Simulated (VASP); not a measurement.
Wanted: the native input for a VASP 6.6.1 run.

| Item | Value |
| --- | --- |
| Task | single point |
| Functional | PBEsol |
| Potentials or basis | VASP PAW PBE potentials, release 64 (Mg, I) |
| Cutoff | 520 eV |
| k mesh | 6 × 6 × 4 |
| Occupations | gaussian, width 0.02 eV |
| Spin | no spin polarisation |
| Dipole correction | no |
| Further INCAR settings | ALGO = Normal; EDIFF = 1e-07; NBANDS = 15 |

The structure of MgI2 lies in POSCAR:

```
MgI2
1.0
    4.3166081807      0.0000000000      0.0000000000
   -2.1583040904      3.7382923427      0.0000000000
    0.0000000000      0.0000000000      6.8346782016
Mg I
1 2
Direct
    0.0000000000      0.0000000000      0.0000000000
    0.3333333333      0.6666666667      0.7646803385
    0.6666666667      0.3333333333      0.2353196615
```

This cell differs from its parent crystal: biaxial strain in the a-b plane: +4.5 %.

These files were run (other wordings do the same):

INCAR

```
SYSTEM = MgI2
ALGO = Normal
EDIFF = 1E-7
ENCUT = 520
GGA = PS
ISIF = 2
ISMEAR = 0
LASPH = .TRUE.
LCHARG = .FALSE.
LREAL = .FALSE.
LWAVE = .FALSE.
NBANDS = 15
NELM = 100
PREC = Accurate
SIGMA = 0.02
```

KPOINTS

```
k-points
0
G
  6 6 4
  0 0 0
```

Potentials or basis: VASP PAW PBE potentials, release 64 (Mg, I).

Run with:

```console
$ cat potpaw_PBE.64/Mg/POTCAR potpaw_PBE.64/I/POTCAR > POTCAR
$ mpirun -np 1 vasp_std > vasp.out
```

Results of the run:

The pressure is -1.5 GPa. The largest force is 0.042 eV/Å and the band gap on the k mesh is 3.10 eV, direct.

Caveat: the cell differs from its parent crystal (biaxial strain in the a-b plane: +4.5 %); the PAW data sets were made with another functional, which shifts forces and pressure a little; spin-orbit coupling is left out, which moves the levels of the heavy elements; this functional lacks dispersion, which binds the layers, so the pressure and a relaxed spacing across them are unreliable.

It took 62 s on 1 thread of Intel(R) Xeon(R) Platinum 8259CL CPU @ 2.50GHz (Skylake/Cascade Lake) (shared host), peak memory 0.23 GiB.
